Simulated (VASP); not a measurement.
# Al2Au (Fm-3m) in VASP: a series of runs

Runs on Al2Au. Level: PBE. Tasks: single point.

Everything below comes from runs of VASP 6.6.1. Logs are shortened: lines on timing, memory, paths and dates and some standing lists are left out, and cuts for length are marked.

### 1 The cell of the first run

It takes space group Fm-3m (No. 225, cubic). Conventional cell: a = 6.061 Å, b = 6.061 Å, c = 6.061 Å, α = 90.00°, β = 90.00°, γ = 90.00°. Al (site symmetry -43m) has 4 Au at 2.62 Å and 6 Al at 3.03 Å within 3.5 Å. Within 3.5 Å of Au (site symmetry m-3m) lie 8 Al at 2.62 Å.

### 2 Single point, PBE

The input, INCAR:

```
SYSTEM = Al2Au
PREC     = Accurate       ! precision mode
ENCUT    = 520            ! plane-wave cutoff, eV
EDIFF    = 1E-6           ! SCF threshold, eV
ISMEAR   = 0              ! smearing method
SIGMA    = 0.1            ! smearing width, eV
LREAL    = .False.        ! projectors in reciprocal space
LASPH    = .True.         ! aspherical terms in the spheres
NELM     = 100            ! most SCF steps
ALGO     = Normal         ! electronic algorithm
ISIF     = 2              ! what is computed and relaxed
LWAVE    = .False.        ! write WAVECAR
LCHARG   = .False.        ! write CHGCAR
GGA      = PE             ! functional
NBANDS   = 16             ! bands
```

The input, KPOINTS:

```
regular mesh
0
Gamma
  12 12 12
  0 0 0
```

The input, POSCAR:

```
Al2Au
1.0
    0.0000000000      3.0303901786      3.0303901786
    3.0303901786      0.0000000000      3.0303901786
    3.0303901786      3.0303901786      0.0000000000
Al Au
2 1
Direct
    0.2500000000      0.2500000000      0.2500000000
    0.7500000000      0.7500000000      0.7500000000
    0.0000000000      0.0000000000      0.0000000000
```

Potentials or basis: VASP PAW PBE potentials, release 64 (Al, Au).

Run with:

```
> cat potpaw_PBE.64/Al/POTCAR potpaw_PBE.64/Au/POTCAR > POTCAR
> mpirun -np 1 vasp_std > vasp.out
```

OUTCAR:

```text
SYSTEM = Al2Au
   PREC = Accurate
   ENCUT = 520
   EDIFF = 1E-6
   ISMEAR = 0
   LREAL = .False.
   LASPH = .True.
   NELM = 100
   ISIF = 2
   GGA = PE

 ion  position               nearest neighbor table
   1  0.250  0.250  0.250-   3 2.62   3 2.62   3 2.62   3 2.62   2 3.03   2 3.03   2 3.03   2 3.03
                             2 3.03   2 3.03
   2  0.750  0.750  0.750-   3 2.62   3 2.62   3 2.62   3 2.62   1 3.03   1 3.03   1 3.03   1 3.03
                             1 3.03   1 3.03
   3  0.000  0.000  0.000-   1 2.62   2 2.62   2 2.62   2 2.62   2 2.62   1 2.62   1 2.62   1 2.62

  LATTYP: Found a face centered cubic cell.
 ALAT       =     6.0607803572

  Lattice vectors:

 A1 = (   0.0000000000,   3.0303901786,   3.0303901786)
 A2 = (   3.0303901786,   0.0000000000,   3.0303901786)
 A3 = (   3.0303901786,   3.0303901786,   0.0000000000)

Analysis of symmetry for initial positions (statically):
=====================================================================
 Subroutine PRICEL returns:
 Original cell was already a primitive cell.

 Routine SETGRP: Setting up the symmetry group for a
 face centered cubic supercell.

 Subroutine GETGRP returns: Found 48 space group operations
 (whereof 48 operations were pure point group operations)
 out of a pool of 48 trial point group operations.

The static configuration has the point symmetry O_h .

Analysis of symmetry for dynamics (positions and initial velocities):
=====================================================================
 Subroutine PRICEL returns:
 Original cell was already a primitive cell.

 Routine SETGRP: Setting up the symmetry group for a
 face centered cubic supercell.

 Subroutine GETGRP returns: Found 48 space group operations
 (whereof 48 operations were pure point group operations)
 out of a pool of 48 trial point group operations.

The dynamic configuration has the point symmetry O_h .

 Subroutine INISYM returns: Found 48 space group operations
 (whereof 48 operations are pure point group operations),
 and found     1 'primitive' translations

----------------------------------------------------------------------------------------

                                     Primitive cell

  volume of cell :      55.6577

  direct lattice vectors                    reciprocal lattice vectors
     0.000000000  3.030390179  3.030390179    -0.164995255  0.164995255  0.164995255
     3.030390179  0.000000000  3.030390179     0.164995255 -0.164995255  0.164995255
     3.030390179  3.030390179  0.000000000     0.164995255  0.164995255 -0.164995255

  length of vectors
[... 88 lines left out ...]
   IBRION =     -1    ionic relax: 0-MD 1-quasi-New 2-CG
   NFREE  =      0    steps in history (QN), initial steepest desc. (CG)
   ISIF   =      2    stress and relaxation
   ISYM   =      2    0-nonsym 1-usesym 2-fastsym
   POTIM  = 0.5000    time-step for ionic-motion
   TEBEG  =    0.0;   TEEND  =   0.0 temperature during run
   PSTRESS=    0.0 pullay stress
   NELECT =      17.0000    total number of electrons
   NUPDOWN=      -1.0000    fix difference up-down
   EMIN   =  10.00;   EMAX   =-10.00  energy-range for DOS
   EFERMI =   0.00;   METHOD = LEGACY
   ISMEAR =     0;   SIGMA  =   0.10  broadening in eV -4-tet -1-fermi 0-gaus
   EFERMI_NEDOS =   21; number of points for ismear=-14 and -15
   IALGO  =     38    algorithm
   IMIX   =      4    mixing-type and parameters
     AMIX     =   0.40;   BMIX     =  1.00
     AMIX_MAG =   1.60;   BMIX_MAG =  1.00
  volume/ion in A,a.u.               =      18.55       125.20
  Fermi-wavevector in a.u.,A,eV,Ry     =   1.102510  2.083442 16.538271  1.215529
  Thomas-Fermi vector in A             =   2.238954
   LORBIT       =      0    0 simple, 1 ext, 2 COOP (PROOUT), +10 PAW based schemes
   GGA     = PE    functional components
   LHFCALC =     F    Hartree Fock is set to
   AEXX    =    0.0000 exact exchange contribution
   IVDW    =     0    specifies the selected vdW correction
   LEPSILON=     F    determine dielectric tensor
   LRPA    =     F    only Hartree local field effects (RPA)
 non-spin polarized calculation
 Gauss-broadening in eV      SIGMA  =   0.10
  energy-cutoff  :      520.00
  volume of cell :       55.66
 maximum number of plane-waves:      1524
   NGX = 15   NGY = 15   NGZ = 15

 number of electron      17.0000002 magnetization

 Free energy of the ion-electron system (eV)
  ---------------------------------------------------
  ext. energy  EPLUGINS =         0.00000000
  ---------------------------------------------------
  free energy    TOTEN  =       -12.02424472 eV

  energy without entropy =      -12.01958786  energy(sigma->0) =      -12.02191629

 E-fermi :   7.4606     XC(G=0): -10.3953

 val. band max:        7.4401986574   @ k =   0.5000   0.1667   0.0833
 cond. band min:       7.4750079728   @ k =  -0.2500   0.0833   0.0000
 fundamental gap:      0.0348093154
 Fermi energy:         7.4605923708

 k-point     1 :       0.0000    0.0000    0.0000
  band No.  band energies     occupation
      1      -2.8817      2.00000
      2       1.0166      2.00000
      3       1.0166      2.00000
      4       1.0166      2.00000
      5       1.9416      2.00000
      6       1.9416      2.00000
[... 433 lines left out ...]
      3       1.3728      2.00000
      4       1.3835      2.00000
      5       1.9890      2.00000
      6       1.9992      2.00000
[... 8 lines left out ...]
     15      15.5962      0.00000
     16      16.0668      0.00000

 [... further k-points ...]

------------------------ aborting loop because EDIFF is reached ----------------------------------------

  FORCE on cell =-STRESS in cart. coord.  units (eV):
  Direction    XX          YY          ZZ          XY          YZ          ZX
  --------------------------------------------------------------------------------------
  -------------------------------------------------------------------------------------
  Total       -0.0763140     -0.0763140     -0.0763140      0.0000000      0.0000000      0.0000000
  in kB       -2.1967932     -2.1967932     -2.1967932      0.0000000      0.0000000      0.0000000
  external PRESSURE =      -2.1967932 kB  Pullay stress =       0.0000000 kB

 VOLUME and BASIS-vectors are now :
 -----------------------------------------------------------------------------
  energy-cutoff  :      520.00
  volume of cell :       55.66
      direct lattice vectors                 reciprocal lattice vectors
     0.000000000  3.030390179  3.030390179    -0.164995255  0.164995255  0.164995255
     3.030390179  0.000000000  3.030390179     0.164995255 -0.164995255  0.164995255
     3.030390179  3.030390179  0.000000000     0.164995255  0.164995255 -0.164995255

 POSITION                                       TOTAL-FORCE (eV/Angst)
 -----------------------------------------------------------------------------------
      1.51520      1.51520      1.51520         0.000000      0.000000      0.000000
      4.54559      4.54559      4.54559        -0.000000     -0.000000     -0.000000
      0.00000      0.00000      0.00000        -0.000000      0.000000     -0.000000
 -----------------------------------------------------------------------------------
    total drift:                                0.000000     -0.000000      0.000000

  FREE ENERGIE OF THE ION-ELECTRON SYSTEM (eV)
  ---------------------------------------------------
  free  energy   TOTEN  =       -12.0242447222 eV

  energy  without entropy=      -12.0195878615  energy(sigma->0) =      -12.02191629
```

stdout:

```text
POSCAR found type information on POSCAR AlAu
 POSCAR found :  2 types and       3 ions
 scaLAPACK will be used
 LDA part: xc-table for (Slater+PW92), standard interpolation
 POSCAR, INCAR and KPOINTS ok, starting setup
 FFT: planning ... GRIDC
 FFT: planning ... GRID_SOFT
 FFT: planning ... GRID
 WAVECAR not read
 entering main loop
```

Wall time 36 s (1 thread of Intel Xeon Platinum 8488C (Sapphire Rapids), shared host); peak memory 0.21 GiB.

What came out:

```
Free energy : -12.0242 eV
Pressure    : -0.2 GPa
```

Levels at points of the mesh, in eV from the Fermi level:
```
           k point  band 7  band 8  band 9  band 10  band 11  band 12
(0.00, 0.00, 0.00)    2.02    2.94    2.94     2.94     3.77     3.77
(0.50, 0.00, 0.00)   -5.35    0.37    0.37     3.22     3.35     3.71
(0.50, 0.50, 0.00)   -4.93   -2.05   -2.05     1.08     2.07     7.62
```

Caveat: spin-orbit coupling is left out, which moves the levels of the heavy elements.

### 3 Single point, PBE (volume scaled by 1.03)

The input, INCAR:

```
SYSTEM = Al2Au
  ALGO = Fast
  EDIFF = 1E-6
  ENCUT = 520
  GGA = PE
  ISIF = 2
  ISMEAR = 0
  LASPH = .True.
  LCHARG = .False.
  LREAL = .False.
  LWAVE = .False.
  NBANDS = 16
  NELM = 80
  PREC = Accurate
  SIGMA = 0.1
```

The input, KPOINTS:

```
k-points
0
Gamma
  12 12 12
  0 0 0
```

The input, POSCAR:

```
Al2Au
1.0
    0.0000000000      3.0603959932      3.0603959932
    3.0603959932      0.0000000000      3.0603959932
    3.0603959932      3.0603959932      0.0000000000
Al Au
2 1
Direct
    0.2500000000      0.2500000000      0.2500000000
    0.7500000000      0.7500000000      0.7500000000
    0.0000000000      0.0000000000      0.0000000000
```

Potentials or basis: VASP PAW PBE potentials, release 64 (Al, Au).

Run with:

```
> cat potpaw_PBE.64/Al/POTCAR potpaw_PBE.64/Au/POTCAR > POTCAR
> mpirun -np 1 vasp_std > vasp.out
```

OUTCAR:

```text
SYSTEM = Al2Au
   EDIFF = 1E-6
   ENCUT = 520
   GGA = PE
   ISIF = 2
   ISMEAR = 0
   LASPH = .True.
   LREAL = .False.
   NELM = 80
   PREC = Accurate

 ion  position               nearest neighbor table
   1  0.250  0.250  0.250-   3 2.65   3 2.65   3 2.65   3 2.65   2 3.06   2 3.06   2 3.06   2 3.06
                             2 3.06   2 3.06
   2  0.750  0.750  0.750-   3 2.65   3 2.65   3 2.65   3 2.65   1 3.06   1 3.06   1 3.06   1 3.06
                             1 3.06   1 3.06
   3  0.000  0.000  0.000-   2 2.65   2 2.65   2 2.65   1 2.65   2 2.65   1 2.65   1 2.65   1 2.65

  LATTYP: Found a face centered cubic cell.
 ALAT       =     6.1207919864

  Lattice vectors:

 A1 = (   0.0000000000,   3.0603959932,   3.0603959932)
 A2 = (   3.0603959932,   0.0000000000,   3.0603959932)
 A3 = (   3.0603959932,   3.0603959932,   0.0000000000)

Analysis of symmetry for initial positions (statically):
=====================================================================
 Subroutine PRICEL returns:
 Original cell was already a primitive cell.

 Routine SETGRP: Setting up the symmetry group for a
 face centered cubic supercell.

 Subroutine GETGRP returns: Found 48 space group operations
 (whereof 48 operations were pure point group operations)
 out of a pool of 48 trial point group operations.

The static configuration has the point symmetry O_h .

Analysis of symmetry for dynamics (positions and initial velocities):
=====================================================================
 Subroutine PRICEL returns:
 Original cell was already a primitive cell.

 Routine SETGRP: Setting up the symmetry group for a
 face centered cubic supercell.

 Subroutine GETGRP returns: Found 48 space group operations
 (whereof 48 operations were pure point group operations)
 out of a pool of 48 trial point group operations.

[... 120 lines left out ...]
   IMIX   =      4    mixing-type and parameters
     AMIX     =   0.40;   BMIX     =  1.00
     AMIX_MAG =   1.60;   BMIX_MAG =  1.00
  volume/ion in A,a.u.               =      19.11       128.95
  Fermi-wavevector in a.u.,A,eV,Ry     =   1.091701  2.063015 16.215560  1.191810
  Thomas-Fermi vector in A             =   2.227951
   LORBIT       =      0    0 simple, 1 ext, 2 COOP (PROOUT), +10 PAW based schemes
   GGA     = PE    functional components
   LHFCALC =     F    Hartree Fock is set to
   AEXX    =    0.0000 exact exchange contribution
   IVDW    =     0    specifies the selected vdW correction
   LEPSILON=     F    determine dielectric tensor
   LRPA    =     F    only Hartree local field effects (RPA)
 non-spin polarized calculation
 RMM-DIIS sequential band-by-band and
 Gauss-broadening in eV      SIGMA  =   0.10
  energy-cutoff  :      520.00
  volume of cell :       57.33
 maximum number of plane-waves:      1572
   NGX = 17   NGY = 17   NGZ = 17

 number of electron      16.9999999 magnetization

 Free energy of the ion-electron system (eV)
  ---------------------------------------------------
  ext. energy  EPLUGINS =         0.00000000
  ---------------------------------------------------
  free energy    TOTEN  =       -12.00703144 eV

  energy without entropy =      -12.00247229  energy(sigma->0) =      -12.00475187

 E-fermi :   7.1336     XC(G=0): -10.2685

 val. band max:        7.1237708410   @ k =   0.5000   0.1667   0.0833
 cond. band min:       7.1361804456   @ k =  -0.2500   0.0833   0.0000
 fundamental gap:      0.0124096046
 Fermi energy:         7.1336285222

 k-point     1 :       0.0000    0.0000    0.0000
  band No.  band energies     occupation
      1      -3.0002      2.00000
      2       0.8466      2.00000
      3       0.8466      2.00000
      4       0.8466      2.00000
      5       1.7403      2.00000
      6       1.7403      2.00000
[... 433 lines left out ...]
      3       1.1966      2.00000
      4       1.2006      2.00000
      5       1.7770      2.00000
      6       1.7932      2.00000
[... 8 lines left out ...]
     15      15.1695      0.00000
     16      15.5794      0.00000

 [... further k-points ...]

------------------------ aborting loop because EDIFF is reached ----------------------------------------

  FORCE on cell =-STRESS in cart. coord.  units (eV):
  Direction    XX          YY          ZZ          XY          YZ          ZX
  --------------------------------------------------------------------------------------
  -------------------------------------------------------------------------------------
  Total       -1.1098552     -1.1098552     -1.1098552      0.0000000     -0.0000000     -0.0000000
  in kB      -31.0180166    -31.0180166    -31.0180166      0.0000000     -0.0000000     -0.0000000
  external PRESSURE =     -31.0180166 kB  Pullay stress =       0.0000000 kB

 VOLUME and BASIS-vectors are now :
 -----------------------------------------------------------------------------
  energy-cutoff  :      520.00
  volume of cell :       57.33
      direct lattice vectors                 reciprocal lattice vectors
     0.000000000  3.060395993  3.060395993    -0.163377550  0.163377550  0.163377550
     3.060395993  0.000000000  3.060395993     0.163377550 -0.163377550  0.163377550
     3.060395993  3.060395993  0.000000000     0.163377550  0.163377550 -0.163377550

 POSITION                                       TOTAL-FORCE (eV/Angst)
 -----------------------------------------------------------------------------------
      1.53020      1.53020      1.53020         0.000000      0.000000     -0.000000
      4.59059      4.59059      4.59059        -0.000000     -0.000000      0.000000
      0.00000      0.00000      0.00000         0.000000     -0.000000      0.000000
 -----------------------------------------------------------------------------------
    total drift:                                0.000000     -0.000000      0.000000

  FREE ENERGIE OF THE ION-ELECTRON SYSTEM (eV)
  ---------------------------------------------------
  free  energy   TOTEN  =       -12.0070314416 eV

  energy  without entropy=      -12.0024722886  energy(sigma->0) =      -12.00475187
```

Wall time 36 s (1 thread of Intel Xeon Platinum 8488C (Sapphire Rapids), shared host); peak memory 0.21 GiB.

What came out:

| Property | Result |
| --- | --- |
| Free energy | -12.0070 eV |
| Pressure | -3.1 GPa |

Levels at points of the mesh, in eV from the Fermi level:
| k point | band 5 | band 6 | band 7 | band 8 | band 9 | band 10 | band 11 | band 12 | band 13 | band 14 |
| --- | --- | --- | --- | --- | --- | --- | --- | --- | --- | --- |
| (0.00, 0.00, 0.00) | -5.39 | -5.39 | 1.81 | 2.93 | 2.93 | 2.93 | 3.64 | 3.64 | 3.64 | 5.56 |
| (0.50, 0.00, 0.00) | -5.29 | -5.29 | -5.24 | 0.38 | 0.38 | 3.13 | 3.16 | 3.62 | 3.62 | 8.62 |
| (0.50, 0.50, 0.00) | -5.55 | -5.12 | -4.83 | -1.98 | -1.98 | 0.91 | 2.06 | 7.60 | 9.30 | 9.30 |

Caveat: spin-orbit coupling is left out, which moves the levels of the heavy elements.

(Continued in part 2 of 2.)
